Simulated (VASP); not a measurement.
# HfO2 (P6/mmm) in VASP: further runs

Runs on HfO2. Level: PBE. Tasks: single point, relaxation of cell and atoms.

Program: VASP 6.6.1. These are calculated values, not measurements. Logs are shortened: lines on timing, memory, paths and dates and some standing lists are left out, and cuts for length are marked.

### Step 1. The cell of the first run

The structure is hexagonal, space group P6/mmm (No. 191). The conventional cell has a = 3.606 Å, b = 3.606 Å, c = 2.694 Å, α = 90.00°, β = 90.00°, γ = 120.00°. Within 3.3 Å of Hf (site symmetry 6/mmm) lie 12 O at 2.48 Å and 2 Hf at 2.69 Å. Within 2.8 Å of O (site symmetry -6m2) lie 5 O at 2.08 to 2.69 Å and 6 Hf at 2.48 Å.

### Step 2. Single point, PBE

INCAR reads:

```
ALGO = Normal ; EDIFF = 1E-6
ENCUT = 520 ; GGA = PE
ISIF = 2 ; ISMEAR = 0
LASPH = T ; LCHARG = T
LELF = T ; LREAL = F
LVHAR = T ; LWAVE = F
NBANDS = 18 ; NELM = 100
PREC = Accurate ; SIGMA = 0.1
```

KPOINTS reads:

```
k-points
0
Gamma
  12 12 18
```

POSCAR reads:

```
HfO2
1.0
    3.6056447193      0.0000000000      0.0000000000
   -1.8028223597      3.1225799240      0.0000000000
    0.0000000000      0.0000000000      2.6938109694
Hf O
1 2
Direct
    0.0000000000      0.0000000000      0.0000000000
    0.3333333333      0.6666666667      0.5000000000
    0.6666666667      0.3333333333      0.5000000000
```

Potentials or basis: VASP PAW PBE potentials, release 64 (Hf_pv, O).

Run with:

```console
$ cat potpaw_PBE.64/Hf_pv/POTCAR potpaw_PBE.64/O/POTCAR > POTCAR
$ mpirun -np 1 vasp_std > vasp.out
```

OUTCAR:

```text
EDIFF = 1E-6
   ENCUT = 520
   GGA = PE
   ISIF = 2
   ISMEAR = 0
   LASPH = T
   LREAL = F
   NELM = 100
   PREC = Accurate

 ion  position               nearest neighbor table
   1  0.000  0.000  0.000-   2 2.48   3 2.48   2 2.48   3 2.48   3 2.48   3 2.48   2 2.48   2 2.48
                             3 2.48   3 2.48   2 2.48   2 2.48
   2  0.333  0.667  0.500-   1 2.48   1 2.48   1 2.48   1 2.48   1 2.48   1 2.48
   3  0.667  0.333  0.500-   1 2.48   1 2.48   1 2.48   1 2.48   1 2.48   1 2.48

  LATTYP: Found a hexagonal cell.
 ALAT       =     3.6056447193
 C/A-ratio  =     0.7471093741

  Lattice vectors:

 A1 = (   3.6056447193,   0.0000000000,   0.0000000000)
 A2 = (  -1.8028223597,   3.1225799240,   0.0000000000)
 A3 = (   0.0000000000,   0.0000000000,   2.6938109694)

Analysis of symmetry for initial positions (statically):
=====================================================================
 Subroutine PRICEL returns:
 Original cell was already a primitive cell.

 Routine SETGRP: Setting up the symmetry group for a
 hexagonal supercell.

 Subroutine GETGRP returns: Found 24 space group operations
 (whereof 24 operations were pure point group operations)
 out of a pool of 24 trial point group operations.

The static configuration has the point symmetry D_6h.

Analysis of symmetry for dynamics (positions and initial velocities):
=====================================================================
 Subroutine PRICEL returns:
 Original cell was already a primitive cell.

 Routine SETGRP: Setting up the symmetry group for a
 hexagonal supercell.

 Subroutine GETGRP returns: Found 24 space group operations
 (whereof 24 operations were pure point group operations)
 out of a pool of 24 trial point group operations.

The dynamic configuration has the point symmetry D_6h.

 Subroutine INISYM returns: Found 24 space group operations
 (whereof 24 operations are pure point group operations),
 and found     1 'primitive' translations

----------------------------------------------------------------------------------------

                                     Primitive cell

  volume of cell :      30.3294

  direct lattice vectors                    reciprocal lattice vectors
     3.605644719  0.000000000  0.000000000     0.277342910  0.160124004  0.000000000
    -1.802822360  3.122579924  0.000000000     0.000000000  0.320248008  0.000000000
     0.000000000  0.000000000  2.693810969     0.000000000  0.000000000  0.371221296

  length of vectors
     3.605644719  3.605644719  2.693810969     0.320248008  0.320248008  0.371221296

  position of ions in fractional coordinates (direct lattice)
     0.000000000  0.000000000  0.000000000
     0.333333333  0.666666667  0.500000000
     0.666666667  0.333333333  0.500000000

  ion indices of the primitive-cell ions
   primitive index   ion index
                 1           1
                 2           2
                 3           3

----------------------------------------------------------------------------------------

 KPOINTS: k-points

Automatic generation of k-mesh.
 Grid dimensions read from file:
 generate k-points for:   12   12   18

 Generating k-lattice:

  Cartesian coordinates                     Fractional coordinates (reciprocal lattice)
     0.023111909  0.013343667  0.000000000     0.083333333 -0.000000000  0.000000000
     0.000000000  0.026687334  0.000000000     0.000000000  0.083333333  0.000000000
     0.000000000  0.000000000  0.020623405     0.000000000  0.000000000  0.055555556

  Length of vectors
     0.026687334  0.026687334  0.020623405

  Shift w.r.t. Gamma in fractional coordinates (k-lattice)
     0.000000000  0.000000000  0.000000000

 Subroutine IBZKPT returns following result:
 ===========================================

 Found    190 irreducible k-points:

 Following reciprocal coordinates:
            Coordinates               Weight
  0.000000  0.000000  0.000000      1.000000
  0.083333  0.000000  0.000000      6.000000
  0.166667  0.000000  0.000000      6.000000
  0.250000  0.000000  0.000000      6.000000
  0.333333  0.000000  0.000000      6.000000
  0.416667  0.000000  0.000000      6.000000
[... 16 lines left out ...]
  0.250000  0.000000  0.055556     12.000000
  0.333333  0.000000  0.055556     12.000000
 [... further k-points ...]
   k-points           NKPTS =    190   k-points in BZ     NKDIM =    190   number of bands    NBANDS=     18
   number of dos      NEDOS =    301   number of ions     NIONS =      3
   total plane-waves  NPLWV =  15680
   dimension x,y,z NGX =    28 NGY =   28 NGZ =   20
   dimension x,y,z NGXF=    56 NGYF=   56 NGZF=   40
   ions per type =               1   2
   NGX,Y,Z   is equivalent  to a cutoff of  12.91, 12.91, 12.34 a.u.
   NGXF,Y,Z  is equivalent  to a cutoff of  25.82, 25.82, 24.69 a.u.
 SYSTEM =  unknown system
   PREC   = accura    normal or accurate (medium, high low for compatibility)
   ISTART =      0    job   : 0-new  1-cont  2-samecut
   ICHARG =      2    charge: 1-file 2-atom 10-const
   ISPIN  =      1    spin polarized calculation?
   LNONCOLLINEAR =      F non collinear calculations
   LSORBIT =      F    spin-orbit coupling
   LASPH  =      T    aspherical Exc in radial PAW
   ENCUT  =  520.0 eV  38.22 Ry    6.18 a.u.   6.70  6.70  5.01*2*pi/ulx,y,z
   NELM   =    100;   NELMIN=  2; NELMDL= -5     # of ELM steps
   EDIFF  = 0.1E-05   stopping-criterion for ELM
   LREAL  =      F    real-space projection
   EDIFFG = 0.1E-04   stopping-criterion for IOM
   NSW    =      0    number of steps for IOM
   IBRION =     -1    ionic relax: 0-MD 1-quasi-New 2-CG
   NFREE  =      0    steps in history (QN), initial steepest desc. (CG)
   ISIF   =      2    stress and relaxation
   ISYM   =      2    0-nonsym 1-usesym 2-fastsym
   POTIM  = 0.5000    time-step for ionic-motion
   TEBEG  =    0.0;   TEEND  =   0.0 temperature during run
   PSTRESS=    0.0 pullay stress
   NELECT =      22.0000    total number of electrons
   NUPDOWN=      -1.0000    fix difference up-down
   EMIN   =  10.00;   EMAX   =-10.00  energy-range for DOS
   EFERMI =   0.00;   METHOD = LEGACY
   ISMEAR =     0;   SIGMA  =   0.10  broadening in eV -4-tet -1-fermi 0-gaus
   EFERMI_NEDOS =   21; number of points for ismear=-14 and -15
   IALGO  =     38    algorithm
   IMIX   =      4    mixing-type and parameters
     AMIX     =   0.40;   BMIX     =  1.00
     AMIX_MAG =   1.60;   BMIX_MAG =  1.00
  volume/ion in A,a.u.               =      10.11        68.22
  Fermi-wavevector in a.u.,A,eV,Ry     =   1.470939  2.779671 29.438383  2.163660
  Thomas-Fermi vector in A             =   2.586135
   LORBIT       =      0    0 simple, 1 ext, 2 COOP (PROOUT), +10 PAW based schemes
   GGA     = PE    functional components
   LHFCALC =     F    Hartree Fock is set to
   AEXX    =    0.0000 exact exchange contribution
   IVDW    =     0    specifies the selected vdW correction
   LEPSILON=     F    determine dielectric tensor
   LRPA    =     F    only Hartree local field effects (RPA)
 non-spin polarized calculation
 Gauss-broadening in eV      SIGMA  =   0.10
  energy-cutoff  :      520.00
  volume of cell :       30.33
 maximum number of plane-waves:       839
 NGX is ok and might be reduce to    28
   NGX = 13   NGY = 13   NGZ = 11

 number of electron      21.9999998 magnetization

 Free energy of the ion-electron system (eV)
  ---------------------------------------------------
  ext. energy  EPLUGINS =         0.00000000
  ---------------------------------------------------
  free energy    TOTEN  =       -24.47894244 eV

  energy without entropy =      -24.47229064  energy(sigma->0) =      -24.47561654

 E-fermi :   6.4038     XC(G=0): -12.6025

 val. band max:        6.3883348248   @ k =   0.3333   0.1667   0.1667
 cond. band min:       6.4049294480   @ k =   0.3333   0.0833   0.1111
 fundamental gap:      0.0165946232
 Fermi energy:         6.4038162189

 k-point     1 :       0.0000    0.0000    0.0000
  band No.  band energies     occupation
      1     -24.9842      2.00000
      2     -24.9842      2.00000
      3     -24.1844      2.00000
      4     -14.3146      2.00000
      5      -9.6067      2.00000
      6      -0.1908      2.00000
[... 10 lines left out ...]
     17      11.9118      0.00000
     18      18.4112      0.00000

 k-point     2 :       0.0833    0.0000    0.0000
  band No.  band energies     occupation
      1     -25.0030      2.00000
      2     -24.9876      2.00000
      3     -24.1832      2.00000
      4     -14.2298      2.00000
      5      -9.7253      2.00000
      6      -0.1603      2.00000
[... 10 lines left out ...]
     17      11.9811      0.00000
     18      18.4110      0.00000

 k-point     3 :       0.1667    0.0000    0.0000
  band No.  band energies     occupation
      1     -25.0536      2.00000
      2     -24.9970      2.00000
      3     -24.1798      2.00000
      4     -13.9874      2.00000
      5     -10.0435      2.00000
      6      -0.0779      2.00000
[... 10 lines left out ...]
     17      12.1858      0.00000
     18      18.4104      0.00000

 k-point     4 :       0.2500    0.0000    0.0000
  band No.  band energies     occupation
      1     -25.1212      2.00000
      2     -25.0097      2.00000
      3     -24.1752      2.00000
      4     -13.6190      2.00000
      5     -10.4795      2.00000
      6       0.0324      2.00000
[... 375 lines left out ...]
      4     -13.9542      2.00000
      5     -10.0266      2.00000
      6      -0.0547      2.00000
[... 10 lines left out ...]
     17      12.2072      0.00000
     18      18.4105      0.00000

 k-point    23 :       0.2500    0.0000    0.0556
  band No.  band energies     occupation
      1     -25.1136      2.00000
      2     -25.0033      2.00000
      3     -24.2339      2.00000
      4     -13.5929      2.00000
      5     -10.4618      2.00000
      6       0.0408      2.00000
[... 10 lines left out ...]
     17      12.5903      0.00000
     18      18.4085      0.00000

 k-point    24 :       0.3333    0.0000    0.0556
  band No.  band energies     occupation
      1     -25.1788      2.00000
      2     -25.0158      2.00000
      3     -24.2285      2.00000
      4     -13.1536      2.00000
      5     -10.9416      2.00000
      6       0.1319      2.00000
[... 10 lines left out ...]
     17      13.1234      0.00000
     18      18.3810      0.00000

 [... further k-points ...]
[... 5 lines left out ...]
  --------------------------------------------------------------------------------------
  -------------------------------------------------------------------------------------
  Total       -0.5247853     -0.5247853     -0.5560699      0.0000000      0.0000000      0.0000000
  in kB      -27.7222590    -27.7222590    -29.3748988      0.0000000      0.0000000      0.0000000
  external PRESSURE =     -28.2731389 kB  Pullay stress =       0.0000000 kB

 VOLUME and BASIS-vectors are now :
 -----------------------------------------------------------------------------
  energy-cutoff  :      520.00
  volume of cell :       30.33
      direct lattice vectors                 reciprocal lattice vectors
     3.605644719  0.000000000  0.000000000     0.277342910  0.160124004  0.000000000
    -1.802822360  3.122579924  0.000000000     0.000000000  0.320248008  0.000000000
     0.000000000  0.000000000  2.693810969     0.000000000  0.000000000  0.371221296

 POSITION                                       TOTAL-FORCE (eV/Angst)
 -----------------------------------------------------------------------------------
      0.00000      0.00000      0.00000         0.000000      0.000000      0.000000
     -0.00000      2.08172      1.34691        -0.000000      0.000000      0.000000
      1.80282      1.04086      1.34691         0.000000      0.000000      0.000000
 -----------------------------------------------------------------------------------
    total drift:                               -0.000000      0.000000     -0.000000

  FREE ENERGIE OF THE ION-ELECTRON SYSTEM (eV)
  ---------------------------------------------------
  free  energy   TOTEN  =       -24.4789424353 eV

  energy  without entropy=      -24.4722906410  energy(sigma->0) =      -24.47561654
```

It took 2.6 min on 1 thread of Intel Xeon 8259CL, shared host; peak memory 0.22 GiB.

What came out:

```
Free energy            : -24.4789 eV
Pressure               : -2.8 GPa
Band gap on the k mesh : zero (bands 11 and 12 overlap by 1.76 eV)
```

Levels at points of the mesh, in eV from the Fermi level:
```tsv
k point	band 8	band 9	band 10	band 11	band 12	band 13	band 14	band 15
(0.00, 0.00, 0.00)	-2.91	-2.26	-1.35	-1.35	-0.57	3.28	5.05	5.05
(0.50, 0.00, 0.00)	-2.94	-1.47	-1.21	-1.05	-0.87	2.92	5.18	5.65
(0.00, 0.00, 0.50)	-5.00	-3.65	-3.65	-2.88	1.69	1.69	5.10	5.10
(0.50, 0.00, 0.50)	-5.40	-4.16	-1.57	0.22	3.45	4.13	4.30	5.11
```

Caveat: spin-orbit coupling is left out, which moves the levels of the heavy elements.

### Step 3. Relaxation of cell and atoms, PBE

INCAR reads:

```
SYSTEM = HfO2
ALGO     = Normal         ! electronic algorithm
EDIFF    = 1E-7           ! SCF threshold, eV
EDIFFG   = -0.01          ! ionic threshold
ENCUT    = 600            ! plane-wave cutoff, eV
GGA      = PE             ! functional
IBRION   = 2              ! ionic algorithm
ISIF     = 3              ! what is computed and relaxed
ISMEAR   = 0              ! smearing method
LASPH    = .True.         ! aspherical terms in the spheres
LCHARG   = .False.        ! write CHGCAR
LREAL    = .False.        ! projectors in reciprocal space
LWAVE    = .False.        ! write WAVECAR
NELM     = 80             ! most SCF steps
NSW      = 100            ! ionic steps
PREC     = Accurate       ! precision mode
SIGMA    = 0.1            ! smearing width, eV
```

KPOINTS reads:

```
k-points
0
Gamma
  12 12 18
  0 0 0
```

POSCAR reads:

```
HfO2
1.0
    3.6022813595      0.0000000000      0.0000000000
   -1.8011406798      3.1196671689      0.0000000000
    0.0000000000      0.0000000000      2.7038890089
Hf O
1 2
Direct
    0.0000000000      0.0000000000      0.0000000000
    0.3333333333      0.6666666667      0.5000000000
    0.6666666667      0.3333333333      0.5000000000
```

Potentials or basis: VASP PAW PBE potentials, release 64 (Hf_pv, O).

Run with:

```console
$ cat potpaw_PBE.64/Hf_pv/POTCAR potpaw_PBE.64/O/POTCAR > POTCAR
$ mpirun -np 1 vasp_std > vasp.out
```

It took 6.3 min on 1 thread of Intel Xeon 8259CL, shared host; peak memory 0.26 GiB.

The run converged. Its results:

```
Free energy                           : -24.4870 eV
Relaxed volume                        : 9.97 Å³/atom
Relaxed cell                          : a = 3.590 Å, b = 3.590 Å, c = 2.680 Å, α = 90.00°, β = 90.00°, γ = 120.00°
Space group after relaxing (to 0.1 Å) : P6/mmm (No. 191)
Energy gained by relaxing             : 2.1 meV/atom
Ionic steps                           : 3
Pressure after relaxing               : -0.1 GPa
Band gap on the k mesh                : zero (bands 11 and 12 overlap by 1.79 eV)
```

Stress tensor (GPa, compression positive):
```
-0.11  0.00  0.00
 0.00 -0.11  0.00
 0.00  0.00  0.02
```

The path:
| step | energy change (eV) | largest force (eV/Å) | pressure (GPa) | volume (Å³) |
| --- | --- | --- | --- | --- |
| 1 | 0.0000 | 0.0000 | -3.35 | 30.39 |
| 2 | -0.0003 | 0.0000 | 3.36 | 29.46 |
| 3 | -0.0063 | 0.0000 | -0.06 | 29.91 |

Final structure:
```cif
data_structure
_symmetry_space_group_name_H-M 'P 1'
_symmetry_Int_Tables_number 1
_cell_length_a 3.5901
_cell_length_b 3.5901
_cell_length_c 2.6799
_cell_angle_alpha 90.000
_cell_angle_beta 90.000
_cell_angle_gamma 120.000
_cell_volume 29.91
loop_
_atom_site_label
_atom_site_type_symbol
_atom_site_fract_x
_atom_site_fract_y
_atom_site_fract_z
_atom_site_occupancy
Hf1 Hf 0.00000 0.00000 0.00000 1
O1 O 0.33333 0.66667 0.50000 1
O2 O 0.66667 0.33333 0.50000 1
```

Levels at points of the mesh, in eV from the Fermi level:
```csv
k point,band 8,band 9,band 10,band 11,band 12,band 13,band 14,band 15
"(0.00, 0.00, 0.00)",-2.94,-2.30,-1.36,-1.36,-0.57,3.43,5.14,5.14
"(0.50, 0.00, 0.00)",-2.98,-1.48,-1.21,-1.08,-0.89,2.99,5.27,5.74
"(0.00, 0.00, 0.50)",-5.08,-3.72,-3.72,-2.93,1.70,1.70,5.18,5.18
"(0.50, 0.00, 0.50)",-5.47,-4.19,-1.58,0.23,3.51,4.19,4.37,5.20
```

Caveat: spin-orbit coupling is left out, which moves the levels of the heavy elements.
